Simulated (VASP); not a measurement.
Wanted: the native input for a VASP 6.6.1 run.

```
Task                   : single point
Functional             : PBEsol
Potentials or basis    : VASP PAW PBE potentials, release 64 (Al, Fe)
Cutoff                 : 520 eV
k mesh                 : 18 × 18 × 18
Occupations            : gaussian, width 0.15 eV
Spin                   : collinear spin, ferromagnetic start
Starting moments       : [0.0, 0.75] μB
Dipole correction      : no
Further INCAR settings : ALGO = Normal; EDIFF = 1e-06; NBANDS = 16
```

The structure of AlFe lies in POSCAR:

```
AlFe
1.0
    2.8450118711      0.0000000000      0.0000000000
    0.0000000000      2.8450118711      0.0000000000
    0.0000000000      0.0000000000      2.8450118711
Al Fe
1 1
Direct
    0.0000000000      0.0000000000      0.0000000000
    0.5000000000      0.5000000000      0.5000000000
```

These files were run (other wordings do the same):

INCAR

```
ALGO = Normal
EDIFF = 1E-6
ENCUT = 520
GGA = PS
ISIF = 2
ISMEAR = 0
ISPIN = 2
LASPH = True
LCHARG = False
LMAXMIX = 4
LORBIT = 11
LREAL = False
LWAVE = False
MAGMOM = 0 0.75
NBANDS = 16
NELM = 150
PREC = Accurate
SIGMA = 0.15
```

KPOINTS

```
k-points
0
Gamma
  18 18 18
```

Potentials or basis: VASP PAW PBE potentials, release 64 (Al, Fe).

Command:

```bash
$ cat potpaw_PBE.64/Al/POTCAR potpaw_PBE.64/Fe/POTCAR > POTCAR
$ mpirun -np 1 vasp_std > vasp.out
```

It gave:

| Property | Result |
| --- | --- |
| Pressure | 0.4 GPa |
| Net moment | 0.69 μB per cell |
| Site moments | Al -0.02; Fe +0.72 μB |
| Valence electrons inside the program's atomic spheres | Al 0.85; Fe 7.49 |

Caveat: the PAW data sets were made with another functional, which shifts forces and pressure a little.

Wall time 45 s on 1 thread of Intel(R) Xeon(R) 6975P-C (Granite Rapids) (shared host), peak memory 0.24 GiB.
